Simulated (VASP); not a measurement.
Runs of VASP 6.6.1 on Al. The structure is that of space group I4/mmm (No. 139), or close to it. The cells are those of the table. 

```tsv
cell	further INCAR settings	gap on the mesh (eV)	pressure (GPa)
a = 2.728, b = 2.728, c = 3.235 Å, angles 53.6, 53.6, 72.7°, 1 atom	ALGO = Fast; EDIFF = 1e-06; NBANDS = 8	none	1.9
a = 2.853, b = 2.853, c = 2.714 Å, angles 61.6, 61.6, 56.8°, 1 atom	ALGO = Fast; EDIFF = 1e-07; NBANDS = 8	none	(b)
a = 3.120, b = 3.120, c = 2.448 Å, angles 66.9, 66.9, 46.2°, 1 atom	ALGO = Fast; EDIFF = 1e-06; NBANDS = 8	none	(a)
a = 2.912, b = 2.912, c = 2.637 Å, angles 63.1, 63.1, 53.8°, 1 atom	ALGO = Fast; EDIFF = 1e-06; NBANDS = 8	none	3.1
a = 2.745, b = 2.745, c = 2.958 Å, angles 57.4, 57.4, 65.2°, 1 atom	ALGO = Fast; EDIFF = 1e-07; NBANDS = 8	none	1.3
```

Alike in all rows: task single point; level PBEsol+D3(BJ); potentials or basis VASP PAW PBE potentials, release 64 (Al); no spin polarisation; k mesh 28 × 28 × 28; cutoff (eV) 520; smearing gaussian 0.15 eV.

Question: Estimate the missing entries.

Answer: (a) 14.7; (b) 0.9.

Caveats: the PAW data sets were made with another functional, which shifts forces and pressure a little; pairwise dispersion overbinds metals, which lowers pressure and volume.

A gap of «none» marks levels without a gap at the run's occupations.
